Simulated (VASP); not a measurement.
SrLi8Nb7O23 (a cell with a defect): single point with PBE

The system is SrLi8Nb7O23 (a cell with a defect).

```
CELL_PARAMETERS angstrom
2.59495 1.49820 4.67222
-5.18990 2.99639 9.34445
0.00000 -5.99278 9.34445
ATOMIC_POSITIONS crystal
Li 0.71320 0.35685 0.36344
Li 0.17465 0.11479 0.13619
Li 0.71316 0.35950 0.85942
Li 0.22268 0.11355 0.61046
Li 0.71685 0.85115 0.37062
Li 0.21554 0.60806 0.11547
Li 0.77194 0.81819 0.85337
Li 0.20667 0.59654 0.61534
Nb 0.98244 0.49314 0.51342
Nb 0.49792 0.24838 0.25161
Nb 0.99690 0.49655 0.00754
Nb 0.98885 0.01135 0.50307
Nb 0.50778 0.74419 0.25713
Nb 0.98142 0.98675 0.01820
Nb 0.50054 0.74955 0.75157
O 0.27798 0.32004 0.44313
O 0.63551 0.44551 0.14120
O 0.87124 0.14084 0.32444
O 0.41970 0.06163 0.37591
O 0.80248 0.19596 0.06812
O 0.13455 0.39202 0.20025
O 0.28022 0.31413 0.97013
O 0.62016 0.45508 0.62866
O 0.02988 0.13406 0.81788
O 0.84717 0.18896 0.54118
O 0.07715 0.42272 0.68377
O 0.28328 0.83329 0.42649
O 0.60421 0.97123 0.09417
O 0.87574 0.65950 0.31002
O 0.38343 0.57573 0.38105
O 0.77925 0.69503 0.06880
O 0.13767 0.89819 0.18397
O 0.28656 0.81535 0.95123
O 0.64101 0.94449 0.65055
O 0.89454 0.63438 0.82124
O 0.38961 0.57219 0.88925
O 0.75725 0.71039 0.56612
O 0.13127 0.89147 0.70329
Sr 0.47594 0.21814 0.77582
```

```json
{"Program": "VASP 6.6.1", "Task": "single point", "Functional": "PBE", "Potentials or basis": "VASP PAW PBE potentials, release 64 (Li_sv, Nb_sv, O, Sr_sv)", "Cutoff": "520 eV", "k mesh": "1 × 1 × 1, shifted", "Occupations": "gaussian, width 0.01 eV", "Spin": "no spin polarisation"}
```

| Property | Result |
| --- | --- |
| Largest force | 0.085 eV/Å |

Forces on the atoms (eV/Å):
```
Li  -0.007  0.008 -0.008
Li   0.002  0.012 -0.009
Li  -0.004 -0.007 -0.005
Li   0.006 -0.002 -0.005
Li   0.006  0.011 -0.007
Li   0.001  0.002 -0.003
Li  -0.014  0.004  0.005
Li  -0.009  0.004  0.001
Nb  -0.008  0.061  0.016
Nb   0.010  0.032  0.042
Nb  -0.021  0.001  0.029
Nb   0.023  0.012 -0.011
Nb  -0.036  0.025  0.016
Nb   0.028 -0.022  0.036
Nb   0.001  0.013  0.054
O   -0.014 -0.002 -0.002
O    0.014  0.000 -0.011
O   -0.009 -0.031  0.000
O   -0.013 -0.019 -0.010
O   -0.007 -0.014 -0.011
O   -0.002  0.010 -0.010
O   -0.014 -0.025  0.031
O   -0.004  0.006  0.011
O   -0.004  0.025  0.003
O    0.027  0.052 -0.006
O   -0.045  0.014 -0.013
O    0.008  0.010 -0.010
O    0.011 -0.017 -0.011
O    0.003 -0.026  0.005
O    0.000 -0.030 -0.019
O    0.011 -0.013 -0.006
O    0.006  0.012 -0.010
O   -0.011  0.003 -0.010
O    0.008 -0.003 -0.004
O    0.005 -0.015 -0.020
O   -0.005 -0.015 -0.014
O    0.020 -0.013 -0.017
O   -0.006  0.011 -0.009
Sr   0.044 -0.072 -0.007
```

Levels at points of the mesh, in eV from the Fermi level:
| k point | band 129 | band 130 | band 131 | band 132 | band 133 | band 134 | band 135 | band 136 |
| --- | --- | --- | --- | --- | --- | --- | --- | --- |
| (0.25, 0.25, 0.25) | -0.41 | -0.36 | -0.28 | -0.20 | 3.23 | 3.35 | 3.46 | 3.61 |

Wall time 5.9 min on 1 thread of Intel(R) Xeon(R) Platinum 8259CL CPU @ 2.50GHz (Skylake/Cascade Lake) (shared host), peak memory 0.64 GiB.

Caveat: the k points lie up to 1.14 Å⁻¹ apart, too coarse for converged energies, forces and pressures; the cell carries a net charge on a neutralising background, which shifts energy and pressure; the cell is charged against a uniform background, so pressure and absolute levels hang on convention.
